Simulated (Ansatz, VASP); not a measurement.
## C: VASP beside Ansatz

POSCAR

```
C
1.0
    0.0000000000      1.7833700000      1.7833700000
    1.7833700000      0.0000000000      1.7833700000
    1.7833700000      1.7833700000      0.0000000000
C
2
Direct
    0.7500000000      0.7500000000      0.7500000000
    0.5000000000      0.5000000000      0.5000000000
```

Contents of INCAR.step1:

```
SYSTEM = C
ALGO = Normal ; EDIFF = 1E-5
ENCUT = 520 ; GGA = PE
ISIF = 2 ; ISMEAR = -1
LASPH = .TRUE. ; LREAL = .FALSE.
LWAVE = .TRUE. ; NBANDS = 11
NELM = 60 ; PREC = Accurate
SIGMA = 0.05
```

File INCAR.step2:

```
SYSTEM = C
ALGO = Normal ; EDIFF = 1E-6
ENCUT = 520 ; GGA = PE
HFSCREEN = 0.2079 ; ISIF = 2
ISMEAR = -1 ; ISTART = 1
LASPH = .TRUE. ; LCHARG = .TRUE.
LELF = .TRUE. ; LHFCALC = .TRUE.
LREAL = .FALSE. ; LVHAR = .TRUE.
LWAVE = .FALSE. ; NBANDS = 11
NELM = 60 ; PREC = Accurate
PRECFOCK = Normal ; SIGMA = 0.05
```

File KPOINTS:

```
k-points
0
G
  8 8 8
  0 0 0
```

File input.yaml:

```yaml
crystal:
  lattice:
    - [0.0, 1.78337, 1.78337]
    - [1.78337, 0.0, 1.78337]
    - [1.78337, 1.78337, 0.0]
  atoms:
    - { symbol: C, position: [0.75, 0.75, 0.75] }
    - { symbol: C, position: [0.5, 0.5, 0.5] }
kpoints:
  mp_grid: { grid: [8, 8, 8] }
scf:
  occupations: { method: fermi_dirac, width: 0.05 }
hamiltonian:
  xc: hse06
  pseudopotentials: { kind: all_electron, datasets: crystal }
output:
  forces: true
  stress: true
```

Alike in both runs: task single point; functional HSE06; k mesh 8 × 8 × 8; occupations fermi-dirac, width 0.05 eV; no spin polarisation.

|  | VASP | Ansatz |
| --- | --- | --- |
| version | VASP 6.6.1 | Ansatz 0.2.0 |
| potentials or method | VASP PAW PBE potentials, release 64 (C), cutoff 520 eV | all-electron PAW datasets made for the crystal |

Ansatz gave:

| Item | Value |
| --- | --- |
| gap on the k mesh at the Fermi level (eV) | 5.29 |
| least direct gap on the mesh (eV) | 6.98 |
| pressure (GPa) | -8.1 |

Question: Which values does VASP return?

Answer: gap on the k mesh at the Fermi level (eV): 5.28; least direct gap on the mesh (eV): 6.97; pressure (GPa): -7.3.

Ansatz ran all-electron here, and VASP with PAW potentials.
